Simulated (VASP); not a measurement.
# MnAs (P6_3/mmc) in VASP: density of states with PBE

Aim: the density of states of MnAs with PBE.

All numbers are computed with VASP 6.6.1; they aren't measurements. Logs are shortened: lines on timing, memory, paths and dates and some standing lists are left out, and cuts for length are marked.

**1. The cell of the first run**

Symmetry: P6_3/mmc, No. 194, hexagonal system. The conventional cell has a = 3.375 Å, b = 3.375 Å, c = 5.675 Å, α = 90.00°, β = 90.00°, γ = 120.00°. Within 3.2 Å of Mn (site symmetry -3m) lie 6 As at 2.41 Å and 2 Mn at 2.84 Å. Within 3.2 Å of As (site symmetry -6m2) lie 6 Mn at 2.41 Å.

**2. Density of states, PBE**

File POSCAR:

```
MnAs
1.0
    3.3752827349      0.0000000000      0.0000000000
   -1.6876413675      2.9230805934      0.0000000000
    0.0000000000      0.0000000000      5.6745763663
Mn As
2 2
Direct
    0.0000000000      0.0000000000      0.0000000000
    0.0000000000      0.0000000000      0.5000000000
    0.3333333333      0.6666666667      0.2500000000
    0.6666666667      0.3333333333      0.7500000000
```

File INCAR.step1:

```
PREC     = Accurate       # precision mode
ENCUT    = 520            # plane-wave cutoff, eV
EDIFF    = 1E-6           # SCF threshold, eV
ISMEAR   = 0              # smearing method
SIGMA    = 0.05           # smearing width, eV
LREAL    = F              # projectors in reciprocal space
LASPH    = T              # aspherical terms in the spheres
NELM     = 100            # most SCF steps
ALGO     = Normal         # electronic algorithm
ISIF     = 2              # what is computed and relaxed
LWAVE    = F              # write WAVECAR
LCHARG   = T              # write CHGCAR
LMAXMIX  = 4              # l up to which the mixer works
GGA      = PE             # functional
NBANDS   = 26             # bands
```

File KPOINTS.step1:

```
regular mesh
0
Gamma
  14 14 8
```

File INCAR.step2:

```
PREC     = Accurate       # precision mode
ENCUT    = 520            # plane-wave cutoff, eV
EDIFF    = 1E-6           # SCF threshold, eV
ISMEAR   = -5             # smearing method
SIGMA    = 0.05           # smearing width, eV
LREAL    = F              # projectors in reciprocal space
LASPH    = T              # aspherical terms in the spheres
NELM     = 100            # most SCF steps
ALGO     = Normal         # electronic algorithm
ISIF     = 2              # what is computed and relaxed
LWAVE    = F              # write WAVECAR
LCHARG   = F              # write CHGCAR
LMAXMIX  = 4              # l up to which the mixer works
GGA      = PE             # functional
LORBIT   = 10             # projections on sites
NEDOS    = 1001           # points of the DOS
ICHARG   = 11             # starting density
```

File KPOINTS.step2:

```
regular mesh
0
Gamma
  21 21 12
```

Potentials or basis: VASP PAW PBE potentials, release 64 (Mn_pv, As).

On the command line:

```console
cat potpaw_PBE.64/Mn_pv/POTCAR potpaw_PBE.64/As/POTCAR > POTCAR
cp INCAR.step1 INCAR
cp KPOINTS.step1 KPOINTS
mpirun -np 1 vasp_std > vasp.out
cp INCAR.step2 INCAR
cp KPOINTS.step2 KPOINTS
mpirun -np 1 vasp_std > vasp.out
```

OUTCAR:

```text
PREC = Accurate
   ENCUT = 520
   EDIFF = 1E-6
   ISMEAR = -5
   LREAL = F
   LASPH = T
   NELM = 100
   ISIF = 2
   GGA = PE
   LORBIT = 10
   ICHARG = 11

 ion  position               nearest neighbor table
   1  0.000  0.000  0.000-   3 2.41   4 2.41   4 2.41   3 2.41   4 2.41   3 2.41   2 2.84   2 2.84

   2  0.000  0.000  0.500-   3 2.41   4 2.41   4 2.41   3 2.41   4 2.41   3 2.41   1 2.84   1 2.84

   3  0.333  0.667  0.250-   1 2.41   2 2.41   1 2.41   2 2.41   1 2.41   2 2.41
   4  0.667  0.333  0.750-   1 2.41   2 2.41   1 2.41   2 2.41   1 2.41   2 2.41

  LATTYP: Found a hexagonal cell.
 ALAT       =     3.3752827349
 C/A-ratio  =     1.6812151194

  Lattice vectors:

 A1 = (   3.3752827349,   0.0000000000,   0.0000000000)
 A2 = (  -1.6876413675,   2.9230805934,   0.0000000000)
 A3 = (   0.0000000000,   0.0000000000,   5.6745763663)

Analysis of symmetry for initial positions (statically):
=====================================================================
 Subroutine PRICEL returns:
 Original cell was already a primitive cell.

 Routine SETGRP: Setting up the symmetry group for a
 hexagonal supercell.

 Subroutine GETGRP returns: Found 24 space group operations
 (whereof 12 operations were pure point group operations)
 out of a pool of 24 trial point group operations.

The static configuration has the point symmetry D_3d.
 The point group associated with its full space group is D_6h.

Analysis of symmetry for dynamics (positions and initial velocities):
=====================================================================
 Subroutine PRICEL returns:
 Original cell was already a primitive cell.

 Routine SETGRP: Setting up the symmetry group for a
 hexagonal supercell.

 Subroutine GETGRP returns: Found 24 space group operations
 (whereof 12 operations were pure point group operations)
 out of a pool of 24 trial point group operations.

The dynamic configuration has the point symmetry D_3d.
 The point group associated with its full space group is D_6h.

 Subroutine INISYM returns: Found 24 space group operations
 (whereof 12 operations are pure point group operations),
 and found     1 'primitive' translations

----------------------------------------------------------------------------------------

[... 98 lines left out ...]
   EDIFF  = 0.1E-05   stopping-criterion for ELM
   LREAL  =      F    real-space projection
   EDIFFG = 0.1E-04   stopping-criterion for IOM
   NSW    =      0    number of steps for IOM
   IBRION =     -1    ionic relax: 0-MD 1-quasi-New 2-CG
   NFREE  =      0    steps in history (QN), initial steepest desc. (CG)
   ISIF   =      2    stress and relaxation
   ISYM   =      2    0-nonsym 1-usesym 2-fastsym
   POTIM  = 0.5000    time-step for ionic-motion
   TEBEG  =    0.0;   TEEND  =   0.0 temperature during run
   PSTRESS=    0.0 pullay stress
   NELECT =      36.0000    total number of electrons
   NUPDOWN=      -1.0000    fix difference up-down
   EMIN   =  10.00;   EMAX   =-10.00  energy-range for DOS
   EFERMI =   0.00;   METHOD = LEGACY
   ISMEAR =    -5;   SIGMA  =   0.05  broadening in eV -4-tet -1-fermi 0-gaus
   EFERMI_NEDOS =   21; number of points for ismear=-14 and -15
   IALGO  =     38    algorithm
   IMIX   =      4    mixing-type and parameters
     AMIX     =   0.40;   BMIX     =  1.00
     AMIX_MAG =   1.60;   BMIX_MAG =  1.00
  volume/ion in A,a.u.               =      14.00        94.45
  Fermi-wavevector in a.u.,A,eV,Ry     =   1.413017  2.670216 27.165642  1.996618
  Thomas-Fermi vector in A             =   2.534706
   LORBIT       =     10    0 simple, 1 ext, 2 COOP (PROOUT), +10 PAW based schemes
   GGA     = PE    functional components
   LHFCALC =     F    Hartree Fock is set to
   AEXX    =    0.0000 exact exchange contribution
   IVDW    =     0    specifies the selected vdW correction
   LEPSILON=     F    determine dielectric tensor
   LRPA    =     F    only Hartree local field effects (RPA)
 non-spin polarized calculation
 Fermi weights with tetrahedron method with Bloechl corrections
  energy-cutoff  :      520.00
  volume of cell :       55.99
 maximum number of plane-waves:      1533
 NGX is ok and might be reduce to    28

 number of electron      36.0000036 magnetization

 Free energy of the ion-electron system (eV)
  ---------------------------------------------------
  ext. energy  EPLUGINS =         0.00000000
  ---------------------------------------------------
  free energy    TOTEN  =       -27.44044746 eV

  energy without entropy =      -27.44044746  energy(sigma->0) =      -27.44044746

 E-fermi :   8.6651     XC(G=0): -12.1835

 val. band max:        8.6875421438   @ k =   0.3810   0.0476   0.0000
 cond. band min:       8.6511832095   @ k =   0.3333   0.2381   0.0000
 fundamental gap:     -0.0363589344
 Fermi energy:         8.6650937936

 k-point     1 :       0.0000    0.0000    0.0000
  band No.  band energies     occupation
      1     -39.3653      2.00000
      2     -39.2479      2.00000
      3     -39.0909      2.00000
      4     -39.0909      2.00000
      5     -39.0790      2.00000
      6     -39.0790      2.00000
[... 589 lines left out ...]
     21       9.6769      0.00000
     22      11.4556      0.00000

 [... further k-points ...]
[... 5 lines left out ...]
  --------------------------------------------------------------------------------------
  -------------------------------------------------------------------------------------
  Total        0.1327658      0.1327658      0.1691611     -0.0000000     -0.0000000      0.0000000
  in kB        3.7993772      3.7993772      4.8409065     -0.0000000     -0.0000000      0.0000000
  external PRESSURE =       4.1465536 kB  Pullay stress =       0.0000000 kB

 VOLUME and BASIS-vectors are now :
 -----------------------------------------------------------------------------
  energy-cutoff  :      520.00
  volume of cell :       55.99
      direct lattice vectors                 reciprocal lattice vectors
     3.375282735  0.000000000  0.000000000     0.296271477  0.171052417  0.000000000
    -1.687641367  2.923080593  0.000000000     0.000000000  0.342104834  0.000000000
     0.000000000  0.000000000  5.674576366     0.000000000  0.000000000  0.176224609

 POSITION                                       TOTAL-FORCE (eV/Angst)
 -----------------------------------------------------------------------------------
      0.00000      0.00000      0.00000         0.000000      0.000000      0.000000
      0.00000      0.00000      2.83729         0.000000      0.000000      0.000000
     -0.00000      1.94872      1.41864        -0.000000      0.000000     -0.000000
      1.68764      0.97436      4.25593         0.000000     -0.000000      0.000000
 -----------------------------------------------------------------------------------
    total drift:                               -0.000000      0.000000      0.000000

  FREE ENERGIE OF THE ION-ELECTRON SYSTEM (eV)
  ---------------------------------------------------
  free  energy   TOTEN  =       -27.4404474633 eV

  energy  without entropy=      -27.4404474633  energy(sigma->0) =      -27.44044746

 total charge

# of ion       s       p       d       tot
------------------------------------------
    1        0.292   6.293   5.330  11.914
    2        0.292   6.293   5.330  11.914
    3        1.204   1.558   0.099   2.861
    4        1.204   1.558   0.099   2.861
--------------------------------------------------
tot          2.990  15.702  10.858  29.550
```

OUTCAR.step1:

```text
PREC = Accurate
   ENCUT = 520
   EDIFF = 1E-6
   ISMEAR = 0
   LREAL = F
[... 930 lines left out ...]
      0.00000      0.00000      0.00000         0.000000      0.000000      0.000000
      0.00000      0.00000      2.83729         0.000000      0.000000      0.000000
     -0.00000      1.94872      1.41864        -0.000000      0.000000     -0.000000
      1.68764      0.97436      4.25593        -0.000000     -0.000000     -0.000000
 -----------------------------------------------------------------------------------
    total drift:                               -0.000000      0.000000      0.000000

  FREE ENERGIE OF THE ION-ELECTRON SYSTEM (eV)
  ---------------------------------------------------
  free  energy   TOTEN  =       -27.4430030487 eV

  energy  without entropy=      -27.4360494681  energy(sigma->0) =      -27.43952626
```

OSZICAR.step1:

```text
N       E                     dE             d eps       ncg     rms          rms(c)
DAV:   1     0.357595380293E+03    0.35760E+03   -0.19865E+04  6400   0.156E+03
DAV:   2    -0.939171984003E+01   -0.36699E+03   -0.35432E+03  6296   0.436E+02
DAV:   3    -0.299126950267E+02   -0.20521E+02   -0.19918E+02  6966   0.110E+02
DAV:   4    -0.303400489823E+02   -0.42735E+00   -0.42517E+00  6880   0.154E+01
DAV:   5    -0.303452798815E+02   -0.52309E-02   -0.52289E-02  6964   0.194E+00    0.197E+01
DAV:   6    -0.325190755810E+02   -0.21738E+01   -0.44830E+01  6542   0.681E+01    0.212E+01
DAV:   7    -0.274843190820E+02    0.50348E+01   -0.23019E+01  6476   0.484E+01    0.464E+00
DAV:   8    -0.274516582061E+02    0.32661E-01   -0.10559E+00  6578   0.601E+00    0.139E+00
DAV:   9    -0.274432981106E+02    0.83601E-02   -0.32368E-02  6946   0.157E+00    0.411E-01
DAV:  10    -0.274430096656E+02    0.28845E-03   -0.47915E-03  6582   0.649E-01    0.729E-02
DAV:  11    -0.274430103432E+02   -0.67759E-06   -0.12584E-04  6820   0.127E-01    0.269E-02
DAV:  12    -0.274430034118E+02    0.69314E-05   -0.91355E-06  6650   0.241E-02    0.496E-03
DAV:  13    -0.274430030487E+02    0.36307E-06   -0.16727E-06  4964   0.109E-02
   1 F= -.27443003E+02 E0= -.27439526E+02  d E =-.695358E-02
```

Run time: 3.5 min. Hardware: 1 thread of AMD EPYC 9R45 (Zen 5), shared host; peak memory 0.44 GiB.

What came out:

```
Valence electrons inside the program's atomic spheres : Mn 11.91; As 2.86
```

Caveat: tetrahedron occupations give inexact forces and stress in metals. Spin polarisation is off, so any magnetic state and its effect on volume and gap are missing.
